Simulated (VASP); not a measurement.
Wanted: the native input for a VASP 6.6.1 run.

```
Task                   : single point
Functional             : LDA
Potentials or basis    : VASP PAW LDA potentials, release 64 (Cd, S)
Cutoff                 : 520 eV
k mesh                 : 8 × 8 × 8
Occupations            : gaussian, width 0.02 eV
Spin                   : no spin polarisation
Dipole correction      : no
Further INCAR settings : ALGO = Normal; EDIFF = 1e-06; NBANDS = 16
```

The structure of CdS lies in POSCAR:

```
CdS
1.0
    0.0000000000      2.8785233523      2.8785233523
    2.8785233523      0.0000000000      2.8785233523
    2.8785233523      2.8785233523      0.0000000000
Cd S
1 1
Direct
    0.0000000000      0.0000000000      0.0000000000
    0.2500000000      0.2500000000      0.2500000000
```

The input as run:

INCAR

```
SYSTEM = CdS
PREC = Accurate
ENCUT = 520
EDIFF = 1E-6
ISMEAR = 0
SIGMA = 0.02
LREAL = .FALSE.
LASPH = .TRUE.
NELM = 60
ALGO = Normal
ISIF = 2
LWAVE = .FALSE.
LCHARG = .FALSE.
GGA = CA
NBANDS = 16
```

KPOINTS

```
regular mesh
0
G
  8 8 8
  0 0 0
```

Potentials or basis: VASP PAW LDA potentials, release 64 (Cd, S).

Command:

```bash
$ cat potpaw_LDA.64/Cd/POTCAR potpaw_LDA.64/S/POTCAR > POTCAR
$ mpirun -np 1 vasp_std > vasp.out
```

Results of the run:

- Pressure: 0.5 GPa
- Band gap on the k mesh: 0.98 eV, direct

Run time: 17 s on 1 thread of Intel(R) Xeon(R) Platinum 8259CL CPU @ 2.50GHz (Skylake/Cascade Lake) (shared host), peak memory 0.15 GiB.
